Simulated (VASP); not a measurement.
Crystal: InP.

```
CELL_PARAMETERS angstrom
0.00000 2.93050 2.93050
2.93050 0.00000 2.93050
2.93050 2.93050 0.00000
ATOMIC_POSITIONS crystal
In 0.00000 0.00000 0.00000
P 0.75000 0.75000 0.75000
```

| Quantity | Value |
| --- | --- |
| Program | VASP 6.6.1 |
| Task | relaxation of cell and atoms |
| Functional | BLYP |
| Dispersion | D4 |
| Potentials or basis | VASP PAW PBE potentials, release 64 (In_d, P) |
| Cutoff | 600 eV |
| k mesh | 8 × 8 × 8 |
| Occupations | fermi-dirac, width 0.05 eV |
| Spin | no spin polarisation |

At the start: pressure 2.3 GPa; volume 25.17 Å³/atom.

Task: How do energy, volume and symmetry change on relaxing?

Result: Over 3 steps the energy falls by 6.4 meV/atom and the volume is 26.08 Å³/atom (+3.6 %); space group F-43m (No. 216, to 0.05 Å).

The path:
```csv
step,energy change (eV),largest force (eV/Å),pressure (GPa),volume (Å³)
1,0.0000,0.0000,2.31,50.33
2,-0.0102,0.0000,-0.98,53.02
3,-0.0128,0.0000,0.00,52.16
```

Final structure:
```yaml
crystal:
  lattice:
    - [0.00000, 2.96552, 2.96552]
    - [2.96552, 0.00000, 2.96552]
    - [2.96552, 2.96552, 0.00000]
  atoms:
    - { symbol: In, position: [0.00000, 0.00000, 0.00000] }
    - { symbol: P, position: [0.75000, 0.75000, 0.75000] }
```

Caveat: the PAW data sets were made with another functional, which shifts forces and pressure a little.
